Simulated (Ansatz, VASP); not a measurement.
**One calculation of Pt, two programs**

```
CELL_PARAMETERS angstrom
1.97011 1.97011 0.00000
-1.97011 1.97011 0.00000
0.00000 0.00000 3.94022
ATOMIC_POSITIONS crystal
Pt 0.00000 0.00000 0.00000
Pt 0.50000 0.50000 0.50000
```

Alike in both runs: task single point; functional r2SCAN; k mesh 18 × 18 × 14; occupations gaussian, width 0.1 eV; no spin polarisation.

```csv
,VASP,Ansatz
version,VASP 6.6.1,Ansatz 0.2.0
potentials or method,"VASP PAW PBE potentials, release 64 (Pt), cutoff 520 eV","scalar-relativistic, plane waves, PAW"
valence electrons in the cell,20,36
```

```csv
,VASP,Ansatz,Ansatz less VASP
gap on the k mesh at the Fermi level (eV),none,none,-
pressure (GPa),0.6,0.0,-0.69
```

VASP's potentials were made for PBE, not for r2SCAN. A gap of «none» marks a metal or a gap that the smearing closes. VASP's potentials hold 20 valence electrons a cell and Ansatz's 36, so a difference there can come from the potentials and not from the codes.

Neither program's run includes spin-orbit coupling.
